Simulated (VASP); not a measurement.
# Be3CdS2 (P4/mmm) in VASP: notebook

The runs below take Be3CdS2 through single point, relaxation of cell and atoms, with PBE.

Everything below comes from runs of VASP 6.6.1. Logs are shortened: lines on timing, memory, paths and dates and some standing lists are left out, and cuts for length are marked.

## 1. The cell of the first run

The structure is tetragonal, space group P4/mmm (No. 123). Conventional cell: a = 4.249 Å, b = 4.249 Å, c = 4.964 Å, α = 90.00°, β = 90.00°, γ = 90.00°. Be (site symmetry 4/mmm) has 4 S at 2.12 Å within 2.8 Å. Be (site symmetry mmm) has 2 S at 2.48 Å and 8 Be at 3.00 to 3.27 Å and 4 Cd at 3.27 Å within 3.3 Å. Within 2.8 Å of Cd (site symmetry 4/mmm) lie 4 S at 2.12 Å. S (site symmetry mmm) has 4 Be at 2.12 to 2.48 Å and 2 Cd at 2.12 Å within 2.8 Å.

## 2. Single point, PBE

Input file INCAR:

```
ALGO = Normal
EDIFF = 1E-6
ENCUT = 600
GGA = PE
GGA_COMPAT = F
ISIF = 2
ISMEAR = 0
LASPH = T
LCHARG = F
LREAL = F
LWAVE = F
NBANDS = 24
NELM = 120
PREC = Accurate
SIGMA = 0.1
```

Input file KPOINTS:

```
k-points
0
Gamma
  4 4 4
```

Input file POSCAR:

```
Be3CdS2
1.0
    4.2489808800      0.0000000000      0.0000000000
    0.0000000000      4.2489808800      0.0000000000
    0.0000000000      0.0000000000      4.9635111000
Be Cd S
3 1 2
Direct
    0.0000000000      0.0000000000      0.0000000000
    0.0000000000      0.5000000000      0.5000000000
    0.5000000000      0.0000000000      0.5000000000
    0.5000000000      0.5000000000      0.0000000000
    0.0000000000      0.5000000000      0.0000000000
    0.5000000000      0.0000000000      0.0000000000
```

Potentials or basis: VASP PAW PBE potentials, release 64 (Be, Cd, S).

Run with:

```sh
$ cat potpaw_PBE.64/Be/POTCAR potpaw_PBE.64/Cd/POTCAR potpaw_PBE.64/S/POTCAR > POTCAR
$ mpirun -np 1 vasp_std > vasp.out
```

OUTCAR:

```text
EDIFF = 1E-6
   ENCUT = 600
   GGA = PE
   ISIF = 2
   ISMEAR = 0
   LASPH = T
   LREAL = F
   NELM = 120
   PREC = Accurate

 ion  position               nearest neighbor table
   1  0.000  0.000  0.000-   5 2.12   6 2.12   5 2.12   6 2.12   4 3.00   4 3.00   4 3.00   4 3.00

   2  0.000  0.500  0.500-   5 2.48   5 2.48
   3  0.500  0.000  0.500-   6 2.48   6 2.48
   4  0.500  0.500  0.000-   5 2.12   6 2.12   6 2.12   5 2.12   1 3.00   1 3.00   1 3.00   1 3.00

   5  0.000  0.500  0.000-   1 2.12   4 2.12   1 2.12   4 2.12   2 2.48   2 2.48
   6  0.500  0.000  0.000-   1 2.12   4 2.12   4 2.12   1 2.12   3 2.48   3 2.48

  LATTYP: Found a simple tetragonal cell.
 ALAT       =     4.2489808800
 C/A-ratio  =     1.1681650824

  Lattice vectors:

 A1 = (   4.2489808800,   0.0000000000,   0.0000000000)
 A2 = (   0.0000000000,   4.2489808800,   0.0000000000)
 A3 = (   0.0000000000,   0.0000000000,   4.9635111000)

Analysis of symmetry for initial positions (statically):
=====================================================================
 Subroutine PRICEL returns:
 Original cell was already a primitive cell.

 Routine SETGRP: Setting up the symmetry group for a
 simple tetragonal supercell.

 Subroutine GETGRP returns: Found 16 space group operations
 (whereof 16 operations were pure point group operations)
 out of a pool of 16 trial point group operations.

The static configuration has the point symmetry D_4h.

Analysis of symmetry for dynamics (positions and initial velocities):
=====================================================================
 Subroutine PRICEL returns:
 Original cell was already a primitive cell.

 Routine SETGRP: Setting up the symmetry group for a
 simple tetragonal supercell.

 Subroutine GETGRP returns: Found 16 space group operations
 (whereof 16 operations were pure point group operations)
 out of a pool of 16 trial point group operations.

The dynamic configuration has the point symmetry D_4h.

 Subroutine INISYM returns: Found 16 space group operations
 (whereof 16 operations are pure point group operations),
 and found     1 'primitive' translations

----------------------------------------------------------------------------------------

                                     Primitive cell

  volume of cell :      89.6104

  direct lattice vectors                    reciprocal lattice vectors
     4.248980880  0.000000000  0.000000000     0.235350553  0.000000000  0.000000000
     0.000000000  4.248980880  0.000000000     0.000000000  0.235350553  0.000000000
     0.000000000  0.000000000  4.963511100     0.000000000  0.000000000  0.201470286

  length of vectors
     4.248980880  4.248980880  4.963511100     0.235350553  0.235350553  0.201470286

  position of ions in fractional coordinates (direct lattice)
     0.000000000  0.000000000  0.000000000
     0.000000000  0.500000000  0.500000000
     0.500000000  0.000000000  0.500000000
     0.500000000  0.500000000  0.000000000
     0.000000000  0.500000000  0.000000000
     0.500000000  0.000000000  0.000000000

  ion indices of the primitive-cell ions
   primitive index   ion index
                 1           1
                 2           2
                 3           3
                 4           4
                 5           5
                 6           6

----------------------------------------------------------------------------------------

 KPOINTS: k-points

Automatic generation of k-mesh.
 Grid dimensions read from file:
 generate k-points for:    4    4    4

 Generating k-lattice:

  Cartesian coordinates                     Fractional coordinates (reciprocal lattice)
     0.058837638  0.000000000  0.000000000     0.250000000  0.000000000  0.000000000
     0.000000000  0.058837638  0.000000000     0.000000000  0.250000000  0.000000000
     0.000000000  0.000000000  0.050367571     0.000000000  0.000000000  0.250000000

  Length of vectors
     0.058837638  0.058837638  0.050367571

  Shift w.r.t. Gamma in fractional coordinates (k-lattice)
     0.000000000  0.000000000  0.000000000

 Subroutine IBZKPT returns following result:
 ===========================================

 Found     18 irreducible k-points:

 Following reciprocal coordinates:
            Coordinates               Weight
  0.000000  0.000000  0.000000      1.000000
  0.250000  0.000000  0.000000      4.000000
  0.500000  0.000000  0.000000      2.000000
  0.250000  0.250000  0.000000      4.000000
  0.500000  0.250000  0.000000      4.000000
  0.500000  0.500000  0.000000      1.000000
[... 10 lines left out ...]
  0.500000  0.250000  0.500000      4.000000
  0.500000  0.500000  0.500000      1.000000
   k-points           NKPTS =     18   k-points in BZ     NKDIM =     18   number of bands    NBANDS=     24
   number of dos      NEDOS =    301   number of ions     NIONS =      6
   total plane-waves  NPLWV =  51840
   dimension x,y,z NGX =    36 NGY =   36 NGZ =   40
[... 75 lines left out ...]
      4      -4.7957      2.00000
      5      -4.7957      2.00000
      6      -4.4129      2.00000
[... 16 lines left out ...]
     23      11.3737      0.00000
     24      11.7460      0.00000

 k-point     2 :       0.2500    0.0000    0.0000
  band No.  band energies     occupation
      1     -11.4294      2.00000
      2     -10.0514      2.00000
      3      -5.5407      2.00000
      4      -5.4113      2.00000
      5      -4.9870      2.00000
      6      -4.7907      2.00000
[... 16 lines left out ...]
     23      11.1891      0.00000
     24      12.1884      0.00000

 k-point     3 :       0.5000    0.0000    0.0000
  band No.  band energies     occupation
      1     -10.9912      2.00000
      2      -9.8645      2.00000
      3      -6.8192      2.00000
      4      -5.7350      2.00000
      5      -5.1487      2.00000
      6      -4.7856      2.00000
[... 16 lines left out ...]
     23      10.9180      0.00000
     24      11.8122      0.00000

 k-point     4 :       0.2500    0.2500    0.0000
  band No.  band energies     occupation
      1     -11.0051      2.00000
      2      -9.9750      2.00000
      3      -5.8626      2.00000
      4      -5.5785      2.00000
      5      -5.0058      2.00000
      6      -4.9898      2.00000
[... 16 lines left out ...]
     23      12.6971      0.00000
     24      13.0131      0.00000

 k-point     5 :       0.5000    0.2500    0.0000
  band No.  band energies     occupation
      1     -10.4814      2.00000
      2      -9.7807      2.00000
      3      -6.8264      2.00000
      4      -6.0540      2.00000
      5      -5.1315      2.00000
      6      -5.1041      2.00000
[... 16 lines left out ...]
     23      12.4047      0.00000
     24      12.9946      0.00000

 k-point     6 :       0.5000    0.5000    0.0000
  band No.  band energies     occupation
      1      -9.6870      2.00000
      2      -9.6870      2.00000
      3      -6.9929      2.00000
      4      -6.3779      2.00000
      5      -6.3645      2.00000
      6      -5.1142      2.00000
[... 16 lines left out ...]
     23      12.1362      0.00000
     24      13.6413      0.00000
[... 217 lines left out ...]
 k-point    15 :       0.5000    0.0000    0.5000
  band No.  band energies     occupation
      1     -10.9796      2.00000
      2      -9.8410      2.00000
      3      -6.8148      2.00000
      4      -5.7300      2.00000
      5      -5.1998      2.00000
      6      -4.8003      2.00000
[... 16 lines left out ...]
     23       9.8962      0.00000
     24      13.1284      0.00000

 k-point    16 :       0.2500    0.2500    0.5000
  band No.  band energies     occupation
      1     -10.9834      2.00000
      2      -9.9705      2.00000
      3      -5.8496      2.00000
      4      -5.5626      2.00000
      5      -5.0329      2.00000
      6      -4.9830      2.00000
[... 16 lines left out ...]
     23      11.4075      0.00000
     24      12.1578      0.00000

 k-point    17 :       0.5000    0.2500    0.5000
  band No.  band energies     occupation
      1     -10.4693      2.00000
      2      -9.7617      2.00000
      3      -6.8223      2.00000
      4      -6.0405      2.00000
      5      -5.1744      2.00000
      6      -5.0780      2.00000
[... 16 lines left out ...]
     23      11.3315      0.00000
     24      12.2989      0.00000

 k-point    18 :       0.5000    0.5000    0.5000
  band No.  band energies     occupation
      1      -9.6731      2.00000
      2      -9.6731      2.00000
      3      -6.9914      2.00000
      4      -6.3735      2.00000
      5      -6.3419      2.00000
      6      -5.1490      2.00000
[... 16 lines left out ...]
     23      11.6068      0.00000
     24      12.2322      0.00000

------------------------ aborting loop because EDIFF is reached ----------------------------------------

  FORCE on cell =-STRESS in cart. coord.  units (eV):
  Direction    XX          YY          ZZ          XY          YZ          ZX
  --------------------------------------------------------------------------------------
  -------------------------------------------------------------------------------------
  Total       31.2937627     31.2937627     -3.0728183      0.0000000      0.0000000      0.0000000
  in kB      559.5125286    559.5125286    -54.9400321      0.0000000      0.0000000      0.0000000
  external PRESSURE =     354.6950084 kB  Pullay stress =       0.0000000 kB

 VOLUME and BASIS-vectors are now :
 -----------------------------------------------------------------------------
  energy-cutoff  :      600.00
  volume of cell :       89.61
      direct lattice vectors                 reciprocal lattice vectors
     4.248980880  0.000000000  0.000000000     0.235350553  0.000000000  0.000000000
     0.000000000  4.248980880  0.000000000     0.000000000  0.235350553  0.000000000
     0.000000000  0.000000000  4.963511100     0.000000000  0.000000000  0.201470286

 POSITION                                       TOTAL-FORCE (eV/Angst)
 -----------------------------------------------------------------------------------
      0.00000      0.00000      0.00000         0.000000      0.000000      0.000000
      0.00000      2.12449      2.48176         0.000000      0.000000      0.000000
      2.12449      0.00000      2.48176         0.000000      0.000000      0.000000
      2.12449      2.12449      0.00000         0.000000      0.000000      0.000000
      0.00000      2.12449      0.00000         0.000000      0.000000      0.000000
      2.12449      0.00000      0.00000         0.000000      0.000000      0.000000
 -----------------------------------------------------------------------------------
    total drift:                                0.000000      0.000000     -0.000000

  FREE ENERGIE OF THE ION-ELECTRON SYSTEM (eV)
  ---------------------------------------------------
  free  energy   TOTEN  =       -11.8984190945 eV

  energy  without entropy=      -11.8936449535  energy(sigma->0) =      -11.89603202
```

Run time: 22 s. Hardware: 1 thread of Intel Xeon 6975P-C (Granite Rapids), shared host; peak memory 0.23 GiB.

What came out:

```
Free energy            : -11.8984 eV
Pressure               : 35.5 GPa
Band gap on the k mesh : zero (band 15 reaches 7.64 eV, above the bottom of band 16 at 5.48 eV)
```

Stress tensor (GPa, compression positive):
```
55.95  0.00  0.00
 0.00 55.95  0.00
 0.00  0.00 -5.49
```

Levels at points of the mesh, in eV from the Fermi level:
```
           k point  band 11  band 12  band 13  band 14  band 15  band 16  band 17  band 18  band 19  band 20
(0.00, 0.00, 0.00)    -4.17    -3.75    -3.51    -3.51    -1.26     1.50     1.50     2.61     3.63     4.23
(0.50, 0.00, 0.00)    -5.47    -4.84    -4.19    -2.36    -1.84     2.44     3.20     3.39     3.54     3.63
(0.50, 0.50, 0.00)    -4.42    -1.75    -0.93    -0.93    -0.42    -0.09    -0.08     0.77     1.99     3.21
(0.00, 0.00, 0.50)    -4.29    -3.46    -3.46    -0.95    -0.39     0.47     0.47     1.56     2.67     3.62
(0.50, 0.00, 0.50)    -5.71    -5.41    -3.89    -0.44    -0.15     2.07     2.41     2.42     2.45     3.04
(0.50, 0.50, 0.50)    -4.96    -2.78    -2.77    -1.71     2.07     2.42     2.42     2.52     2.52     3.68
```

Caveat: the k points lie up to 0.37 Å⁻¹ apart.

## 3. Single point, PBE

This run uses another cell than the first one, of 17.61 Å³/atom, 1.179 times its volume.

Input file INCAR:

```
SYSTEM = Be3CdS2
PREC = Accurate
ENCUT = 600
EDIFF = 1E-6
ISMEAR = 0
SIGMA = 0.1
LREAL = .False.
LASPH = .True.
NELM = 120
ALGO = Normal
ISIF = 2
LWAVE = .False.
LCHARG = .True.
GGA = PE
LELF = .True.
LVHAR = .True.
NBANDS = 24
GGA_COMPAT = .False.
```

Input file KPOINTS:

```
regular mesh
0
Gamma
  4 4 4
  0 0 0
```

Changes to POSCAR since step 2:

```diff
@@ -2,5 +2,5 @@
 1.0
-    4.2489808800      0.0000000000      0.0000000000
-    0.0000000000      4.2489808800      0.0000000000
-    0.0000000000      0.0000000000      4.9635111000
+    5.1852376134      0.0000000000      0.0000000000
+    0.0000000000      5.1852376134      0.0000000000
+    0.0000000000      0.0000000000      3.9301830589
 Be Cd S
```

Potentials or basis: VASP PAW PBE potentials, release 64 (Be, Cd, S).

Run with:

```sh
$ cat potpaw_PBE.64/Be/POTCAR potpaw_PBE.64/Cd/POTCAR potpaw_PBE.64/S/POTCAR > POTCAR
$ mpirun -np 1 vasp_std > vasp.out
```

Wall time 28 s (1 thread of Intel Xeon 6975P-C (Granite Rapids), shared host); peak memory 0.25 GiB.

Results (log left out):

```
Free energy            : -16.8419 eV
Pressure               : 0.2 GPa
Band gap on the k mesh : zero (band 15 reaches 4.65 eV, above the bottom of band 16 at 3.99 eV)
```

Stress tensor (GPa, compression positive):
```
 0.34  0.00  0.00
 0.00  0.34  0.00
 0.00  0.00 -0.18
```

Levels at points of the mesh, in eV from the Fermi level:
```
           k point  band 12  band 13  band 14  band 15  band 16  band 17  band 18  band 19
(0.00, 0.00, 0.00)    -4.54    -4.54    -2.69    -2.36     0.50     2.05     3.07     3.07
(0.50, 0.00, 0.00)    -5.88    -5.52    -0.18     0.10     0.95     1.24     2.79     3.02
(0.50, 0.50, 0.00)    -3.74    -2.65     0.20     0.20     1.72     1.72     1.72     2.04
(0.00, 0.00, 0.50)    -4.01    -4.01    -1.19    -0.79    -0.46    -0.46     0.80     1.23
(0.50, 0.00, 0.50)    -5.05    -4.93    -1.23    -1.19     0.43     0.68     1.53     1.97
(0.50, 0.50, 0.50)    -3.23    -2.71    -2.58    -2.14     1.77     1.77     2.60     2.91
```

Caveat: the k points lie up to 0.40 Å⁻¹ apart.

## 4. Relaxation of cell and atoms, PBE

Input file INCAR:

```
SYSTEM = Be3CdS2
  ALGO = Normal
  EDIFF = 1E-7
  EDIFFG = -0.04
  ENCUT = 600
  GGA = PE
  GGA_COMPAT = .False.
  IBRION = 2
  ISIF = 3
  ISMEAR = 0
  LASPH = .True.
  LCHARG = .False.
  LREAL = .False.
  LWAVE = .False.
  NELM = 120
  NELMIN = 4
  NSW = 90
  PREC = Accurate
  SIGMA = 0.1
```

Input file KPOINTS:

```
k-points
0
Gamma
  4 4 4
  0 0 0
```

Changes to POSCAR since step 3:

```diff
@@ -2,5 +2,5 @@
 1.0
-    5.1852376134      0.0000000000      0.0000000000
-    0.0000000000      5.1852376134      0.0000000000
-    0.0000000000      0.0000000000      3.9301830589
+    4.2489808800      0.0000000000      0.0000000000
+    0.0000000000      4.2489808800      0.0000000000
+    0.0000000000      0.0000000000      4.9635111000
 Be Cd S
```

Run with:

```sh
$ cat potpaw_PBE.64/Be/POTCAR potpaw_PBE.64/Cd/POTCAR potpaw_PBE.64/S/POTCAR > POTCAR
$ mpirun -np 1 vasp_std > vasp.out
```

Wall time 3.1 min (1 thread of Intel Xeon 6975P-C (Granite Rapids), shared host); peak memory 0.25 GiB.

Results (log left out):

| Property | Result |
| --- | --- |
| Free energy | -16.8326 eV |
| Relaxed volume | 17.79 Å³/atom |
| Relaxed cell | a = 5.222 Å, b = 5.222 Å, c = 3.913 Å, α = 90.00°, β = 90.00°, γ = 90.00° |
| Space group after relaxing (to 0.05 Å) | P4/mmm (No. 123) |
| Energy gained by relaxing | 822.4 meV/atom |
| Ionic steps | 14 |
| Pressure after relaxing | -0.1 GPa |
| Band gap on the k mesh | zero (band 15 reaches 4.59 eV, above the bottom of band 16 at 3.91 eV) |

The path:
| step | energy change (eV) | largest force (eV/Å) | pressure (GPa) | volume (Å³) |
| --- | --- | --- | --- | --- |
| 1 | 0.0000 | 0.0000 | 35.45 | 89.61 |
| 2 | -3.4291 | 0.0000 | -9.02 | 136.88 |
| 3 | -3.9119 | 0.0000 | -3.49 | 117.70 |
| 4 | -3.9173 | 0.0000 | -4.67 | 119.97 |
| 5 | -3.9183 | 0.0000 | -4.28 | 119.19 |
| 6 | -4.4428 | 0.0000 | -3.27 | 112.65 |
| 7 | -4.1601 | 0.0000 | 15.21 | 92.01 |
| 8 | -4.7903 | 0.0000 | -0.99 | 106.72 |
| 9 | -4.8721 | 0.0000 | 2.00 | 101.49 |
| 10 | -4.9147 | 0.0000 | 0.27 | 104.32 |
| 11 | -4.9271 | 0.0000 | -0.66 | 106.50 |
| 12 | -4.9278 | 0.0000 | -0.85 | 107.09 |
| 13 | -4.9323 | 0.0000 | 0.27 | 106.52 |
| 14 | -4.9342 | 0.0000 | -0.15 | 106.72 |

Final structure:
```
CELL_PARAMETERS angstrom
5.22197 0.00000 0.00000
0.00000 5.22197 0.00000
0.00000 0.00000 3.91346
ATOMIC_POSITIONS crystal
Be 0.00000 0.00000 0.00000
Be 0.00000 0.50000 0.50000
Be 0.50000 0.00000 0.50000
Cd 0.50000 0.50000 0.00000
S 0.00000 0.50000 0.00000
S 0.50000 0.00000 0.00000
```

Levels at points of the mesh, in eV from the Fermi level:
```csv
k point,band 11,band 12,band 13,band 14,band 15,band 16,band 17,band 18,band 19
"(0.00, 0.00, 0.00)",-6.40,-4.57,-4.57,-2.75,-2.40,0.53,2.04,3.12,3.12
"(0.50, 0.00, 0.00)",-6.02,-5.87,-5.52,-0.18,0.10,0.91,1.17,2.70,3.67
"(0.50, 0.50, 0.00)",-6.39,-3.80,-2.76,0.20,0.20,1.69,1.71,1.71,2.30
"(0.00, 0.00, 0.50)",-6.00,-4.02,-4.02,-1.20,-0.87,-0.48,-0.48,0.75,1.19
"(0.50, 0.00, 0.50)",-5.19,-5.06,-4.91,-1.25,-1.21,0.40,0.63,1.45,1.91
"(0.50, 0.50, 0.50)",-6.26,-3.27,-2.69,-2.57,-2.23,1.74,1.74,2.50,2.80
```

Caveat: the k points lie up to 0.40 Å⁻¹ apart in the final cell; the volume moved by over 15 % at a fixed basis, so the end points are rough.

## 5. Summary

| task | cell | gap on the mesh (eV) | pressure (GPa) |
| --- | --- | --- | --- |
| single point | a = 4.249, b = 4.249, c = 4.964 Å, 6 atoms | none | 35.5 |
| single point | a = 5.185, b = 5.185, c = 3.930 Å, 6 atoms | none | 0.2 |
| relaxation of cell and atoms | relaxed from a = 4.249, b = 4.249, c = 4.964 Å, 6 atoms | none | -0.1 |

Alike in all rows: level PBE; potentials or basis VASP PAW PBE potentials, release 64 (Be, Cd, S); no spin polarisation; k mesh 4 × 4 × 4; cutoff (eV) 600; smearing gaussian 0.1 eV.

Caveats: all runs use coarse meshes; the volume moved by over 15 % at a fixed basis, so the end points are rough (some runs).

Absolute energies hang on the potentials; compare differences alone.
